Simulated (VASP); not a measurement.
# SnO (Cmc2_1) in VASP: electric field gradients with PBEsol

Aim: the electric field gradients of SnO with PBEsol.

Program: VASP 6.6.1. These are calculated values, not measurements. Logs are shortened: lines on timing, memory, paths and dates and some standing lists are left out, and cuts for length are marked.

## (1) The cell of the first run

The typed cell holds 8 atoms: a = 3.799 Å, b = 3.799 Å, c = 11.120 Å, α = 90.00°, β = 90.00°, γ = 97.68°.

## (2) Electric field gradients, PBEsol

INCAR reads:

```
PREC = Accurate
ENCUT = 520
EDIFF = 1E-8
ISMEAR = -1
SIGMA = 0.02
LREAL = False
LASPH = True
NELM = 60
ALGO = Normal
ISIF = 2
LWAVE = False
LCHARG = False
GGA = PS
LEFG = True
NBANDS = 50
```

KPOINTS reads:

```
regular mesh
0
Gamma
  8 8 3
```

POSCAR reads:

```
SnO
1.0
    2.5000000000     -2.8600000000      0.0000000000
    2.5000000000      2.8600000000      0.0000000000
    0.0000000000      0.0000000000     11.1200000000
Sn O
4 4
Direct
    0.0000644665     -0.0000644665     -0.0141813990
   -0.0000644665      0.0000644665      0.4858186010
    0.4996782160      0.5003217840      0.2711709670
    0.5003217840      0.4996782160      0.7711709670
    0.9998128415      0.5000024962      0.3785052160
    0.0001871585      0.4999975038      0.8785052160
    0.4999975038      0.0001871585      0.3785052160
    0.5000024962      0.9998128415      0.8785052160
```

Potentials or basis: VASP PAW PBE potentials, release 64 (Sn_d, O).

Run with:

```sh
$ cat potpaw_PBE.64/Sn_d/POTCAR potpaw_PBE.64/O/POTCAR > POTCAR
$ mpirun -np 1 vasp_std > vasp.out
```

OUTCAR:

```text
PREC = Accurate
   ENCUT = 520
   EDIFF = 1E-8
   ISMEAR = -1
   LREAL = False
   LASPH = True
   NELM = 60
   ISIF = 2
   GGA = PS

 ion  position               nearest neighbor table
   1  0.000  1.000  0.986-   6 2.24   8 2.24   6 2.24   8 2.24   4 3.46   4 3.46   4 3.72   4 3.73

   2  1.000  0.000  0.486-   5 2.24   7 2.24   7 2.24   5 2.24   3 3.46   3 3.46   3 3.72   3 3.73

   3  0.500  0.500  0.271-   5 2.24   7 2.24   5 2.24   7 2.24   2 3.46   2 3.46   2 3.72   2 3.73

   4  0.500  0.500  0.771-   6 2.24   8 2.24   8 2.24   6 2.24   1 3.46   1 3.46   1 3.72   1 3.73

   5  1.000  0.500  0.379-   3 2.24   2 2.24   2 2.24   3 2.24
   6  0.000  0.500  0.879-   4 2.24   1 2.24   1 2.24   4 2.24
   7  0.500  0.000  0.379-   3 2.24   2 2.24   2 2.24   3 2.24
   8  0.500  1.000  0.879-   4 2.24   1 2.24   1 2.24   4 2.24

  LATTYP: Found a base centered orthorhombic cell.
 ALAT       =     5.0000000000
 B/A-ratio  =     1.1440000000
 C/A-ratio  =     2.2240000000

  Lattice vectors:

 A1 = (   2.5000000000,  -2.8600000000,   0.0000000000)
 A2 = (   2.5000000000,   2.8600000000,   0.0000000000)
 A3 = (   0.0000000000,   0.0000000000,  11.1200000000)

Analysis of symmetry for initial positions (statically):
=====================================================================
 Subroutine PRICEL returns:
 Original cell was already a primitive cell.

 Routine SETGRP: Setting up the symmetry group for a
 base centered orthorhombic supercell.

 Subroutine GETGRP returns: Found  4 space group operations
 (whereof  2 operations were pure point group operations)
 out of a pool of  8 trial point group operations.

The static configuration has the point symmetry C_1h.
 The point group associated with its full space group is C_2v.

Analysis of symmetry for dynamics (positions and initial velocities):
=====================================================================
 Subroutine PRICEL returns:
 Original cell was already a primitive cell.

 Routine SETGRP: Setting up the symmetry group for a
 base centered orthorhombic supercell.

 Subroutine GETGRP returns: Found  4 space group operations
 (whereof  2 operations were pure point group operations)
 out of a pool of  8 trial point group operations.

The dynamic configuration has the point symmetry C_1h.
 The point group associated with its full space group is C_2v.

 Subroutine INISYM returns: Found  4 space group operations
 (whereof  2 operations are pure point group operations),
 and found     1 'primitive' translations

----------------------------------------------------------------------------------------

                                     Primitive cell

  volume of cell :     159.0160

  direct lattice vectors                    reciprocal lattice vectors
     2.500000000 -2.860000000  0.000000000     0.200000000 -0.174825175  0.000000000
     2.500000000  2.860000000  0.000000000     0.200000000  0.174825175  0.000000000
     0.000000000  0.000000000 11.120000000     0.000000000  0.000000000  0.089928058

  length of vectors
     3.798631332  3.798631332 11.120000000     0.265638555  0.265638555  0.089928058

  position of ions in fractional coordinates (direct lattice)
     0.000064466  0.999935534  0.985818601
     0.999935534  0.000064466  0.485818601
     0.499678216  0.500321784  0.271170967
     0.500321784  0.499678216  0.771170967
     0.999812842  0.500002496  0.378505216
     0.000187158  0.499997504  0.878505216
     0.499997504  0.000187158  0.378505216
     0.500002496  0.999812842  0.878505216

  ion indices of the primitive-cell ions
   primitive index   ion index
                 1           1
                 2           2
                 3           3
                 4           4
                 5           5
                 6           6
                 7           7
                 8           8

[... 68 lines left out ...]
   LASPH  =      T    aspherical Exc in radial PAW
   ENCUT  =  520.0 eV  38.22 Ry    6.18 a.u.   7.06  7.06 20.68*2*pi/ulx,y,z
   NELM   =     60;   NELMIN=  2; NELMDL= -5     # of ELM steps
   EDIFF  = 0.1E-07   stopping-criterion for ELM
   LREAL  =      F    real-space projection
   EDIFFG = 0.1E-06   stopping-criterion for IOM
   NSW    =      0    number of steps for IOM
   IBRION =     -1    ionic relax: 0-MD 1-quasi-New 2-CG
   NFREE  =      0    steps in history (QN), initial steepest desc. (CG)
   ISIF   =      2    stress and relaxation
   ISYM   =      2    0-nonsym 1-usesym 2-fastsym
   POTIM  = 0.5000    time-step for ionic-motion
   TEBEG  =    0.0;   TEEND  =   0.0 temperature during run
   PSTRESS=    0.0 pullay stress
   NELECT =      80.0000    total number of electrons
   NUPDOWN=      -1.0000    fix difference up-down
   EMIN   =  10.00;   EMAX   =-10.00  energy-range for DOS
   EFERMI =   0.00;   METHOD = LEGACY
   ISMEAR =    -1;   SIGMA  =   0.02  broadening in eV -4-tet -1-fermi 0-gaus
   EFERMI_NEDOS =   21; number of points for ismear=-14 and -15
   IALGO  =     38    algorithm
   IMIX   =      4    mixing-type and parameters
     AMIX     =   0.40;   BMIX     =  1.00
     AMIX_MAG =   1.60;   BMIX_MAG =  1.00
  volume/ion in A,a.u.               =      19.88       134.14
  Fermi-wavevector in a.u.,A,eV,Ry     =   1.302041  2.460500 23.066092  1.695310
  Thomas-Fermi vector in A             =   2.433135
   LORBIT       =      0    0 simple, 1 ext, 2 COOP (PROOUT), +10 PAW based schemes
   GGA     = PS    functional components
   LHFCALC =     F    Hartree Fock is set to
   AEXX    =    0.0000 exact exchange contribution
   IVDW    =     0    specifies the selected vdW correction
   LEPSILON=     F    determine dielectric tensor
   LRPA    =     F    only Hartree local field effects (RPA)
 non-spin polarized calculation
  energy-cutoff  :      520.00
  volume of cell :      159.02
 maximum number of plane-waves:      4328
   NGX = 15   NGY = 15   NGZ = 41

 number of electron      80.0000014 magnetization

 Free energy of the ion-electron system (eV)
  ---------------------------------------------------
  ext. energy  EPLUGINS =         0.00000000
  ---------------------------------------------------
  free energy    TOTEN  =       -47.55345518 eV

  energy without entropy =      -47.55345518  energy(sigma->0) =      -47.55345518

 E-fermi :   5.8270     XC(G=0):  -9.7448

 val. band max:        5.5074211893   @ k =   0.0000   0.0000   0.0000
 cond. band min:       6.1369845777   @ k =   0.5000   0.5000   0.0000
 fundamental gap:      0.6295633884
 Fermi energy:         5.8269707088

 k-point     1 :       0.0000    0.0000    0.0000
  band No.  band energies     occupation
      1     -16.0890      2.00000
      2     -16.0857      2.00000
      3     -15.7530      2.00000
      4     -15.7421      2.00000
      5     -15.7399      2.00000
      6     -15.7387      2.00000
[... 1261 lines left out ...]
     49      10.6549      0.00000
     50      10.7616      0.00000

 [... further k-points ...]
[... 5 lines left out ...]
  --------------------------------------------------------------------------------------
  -------------------------------------------------------------------------------------
  Total        9.3057295     -9.6869617     -3.2773395      0.0000000      0.0000000      0.0000000
  in kB       93.7605579    -97.6016905    -33.0210735      0.0000000      0.0000000      0.0000000
  external PRESSURE =     -12.2874021 kB  Pullay stress =       0.0000000 kB

 VOLUME and BASIS-vectors are now :
 -----------------------------------------------------------------------------
  energy-cutoff  :      520.00
  volume of cell :      159.02
      direct lattice vectors                 reciprocal lattice vectors
     2.500000000 -2.860000000  0.000000000     0.200000000 -0.174825175  0.000000000
     2.500000000  2.860000000  0.000000000     0.200000000  0.174825175  0.000000000
     0.000000000  0.000000000 11.120000000     0.000000000  0.000000000  0.089928058

 POSITION                                       TOTAL-FORCE (eV/Angst)
 -----------------------------------------------------------------------------------
      2.50000      2.85963     10.96230        -0.000000     -0.000174     -0.249883
      2.50000     -2.85963      5.40230        -0.000000      0.000174     -0.249883
      2.50000      0.00184      3.01542        -0.000000     -0.003576      0.252084
      2.50000     -0.00184      8.57542        -0.000000      0.003576      0.252084
      3.74954     -1.42946      4.20898         0.006699      0.001501     -0.001100
      1.25046      1.42946      9.76898        -0.006699     -0.001501     -0.001100
      1.25046     -1.42946      4.20898        -0.006699      0.001501     -0.001100
      3.74954      1.42946      9.76898         0.006699     -0.001501     -0.001100
 -----------------------------------------------------------------------------------
    total drift:                                0.000000      0.000000      0.001095

  FREE ENERGIE OF THE ION-ELECTRON SYSTEM (eV)
  ---------------------------------------------------
  free  energy   TOTEN  =       -47.5534551849 eV

  energy  without entropy=      -47.5534551836  energy(sigma->0) =      -47.55345518

 Electric field gradients (V/A^2)
---------------------------------------------------------------------
 ion       V_xx      V_yy      V_zz      V_xy      V_xz      V_yz
---------------------------------------------------------------------
   1     107.085    61.657  -168.741    -0.000    -0.000    -0.091
   2     107.085    61.657  -168.741     0.000    -0.000     0.091
   3     107.074    61.668  -168.742     0.000     0.000    -0.708
   4     107.074    61.668  -168.742    -0.000     0.000     0.708
   5     -50.470    36.074    14.396     0.010    -0.061    -0.005
   6     -50.470    36.074    14.396     0.010     0.061     0.005
   7     -50.470    36.074    14.396    -0.010     0.061    -0.005
   8     -50.470    36.074    14.396    -0.010    -0.061     0.005
---------------------------------------------------------------------

 Electric field gradients after diagonalization (V/A^2)
 (convention: |V_zz| > |V_xx| > |V_yy|)
----------------------------------------------------------------------
 ion       V_xx      V_yy      V_zz     asymmetry (V_yy - V_xx)/ V_zz
----------------------------------------------------------------------
   1     107.085    61.657  -168.741       0.269
   2     107.085    61.657  -168.741       0.269
   3     107.074    61.670  -168.744       0.269
   4     107.074    61.670  -168.744       0.269
   5      36.074    14.396   -50.470       0.430
   6      36.074    14.396   -50.470       0.430
   7      36.074    14.396   -50.470       0.430
   8      36.074    14.396   -50.470       0.430
----------------------------------------------------------------------

           NMR quadrupolar parameters

 Cq : quadrupolar parameter    Cq=e*Q*V_zz/h
 eta: asymmetry parameters     (V_yy - V_xx)/ V_zz
 Q  : nuclear electric quadrupole moment in mb (millibarn)
----------------------------------------------------------------------
 ion       Cq(MHz)       eta       Q (mb)
----------------------------------------------------------------------
   1      -0.408       0.269       1.000
   2      -0.408       0.269       1.000
   3      -0.408       0.269       1.000
   4      -0.408       0.269       1.000
   5      -0.122       0.430       1.000
   6      -0.122       0.430       1.000
   7      -0.122       0.430       1.000
   8      -0.122       0.430       1.000
----------------------------------------------------------------------
```

Wall time 8.5 min (1 thread of Intel Xeon 8259CL, shared host); peak memory 0.39 GiB.

Results:

| Item | Value |
| --- | --- |
| Free energy | -47.5535 eV |
| Pressure | -1.2 GPa |
| Largest force | 0.252 eV/Å |
| Band gap on the k mesh | 0.63 eV |
| Largest electric field gradient by atom | Sn -168.7; O -50.5 V/Å² |

Forces in eV/Å, atoms in the order of the input:
```
Sn   0.000  0.000 -0.250
Sn   0.000  0.000 -0.250
Sn   0.000 -0.004  0.252
Sn   0.000  0.004  0.252
O    0.007  0.002 -0.001
O   -0.007 -0.002 -0.001
O   -0.007  0.002 -0.001
O    0.007 -0.002 -0.001
```

Stress tensor (GPa, compression positive):
```
 9.38  0.00  0.00
 0.00 -9.76  0.00
 0.00  0.00 -3.30
```

Levels at points of the mesh, in eV from the valence-band top:
```csv
k point,band 36,band 37,band 38,band 39,band 40,band 41,band 42,band 43,band 44,band 45
"(0.00, 0.00, 0.00)",-3.09,-2.14,-1.70,-1.68,0.00,1.56,2.05,3.45,3.51,3.72
"(0.50, 0.00, 0.00)",-4.20,-2.19,-2.19,-1.58,-1.58,1.98,1.98,2.57,2.57,5.25
"(0.50, 0.50, 0.00)",-1.89,-1.79,-1.48,-1.28,-1.28,0.63,1.06,2.55,3.01,3.04
```

Electric field gradients, principal values (V/Å²):
```
atom   least   middle  greatest (by size)
1 Sn  61.657  107.085            -168.741
2 Sn  61.657  107.085            -168.741
3 Sn  61.670  107.074            -168.744
4 Sn  61.670  107.074            -168.744
 5 O  14.396   36.074             -50.470
 6 O  14.396   36.074             -50.470
 7 O  14.396   36.074             -50.470
 8 O  14.396   36.074             -50.470
```

Caveat: the stress differs along the axes, from -10 to 9 GPa; semilocal functionals underestimate gaps, and a narrow one can read as zero; without QUAD_EFG the Cq values of the log hold for a quadrupole moment of 1 mb, not for the nuclei; the PAW data sets were made with another functional, which shifts forces and pressure a little; spin-orbit coupling is left out, which moves the levels of the heavy elements.
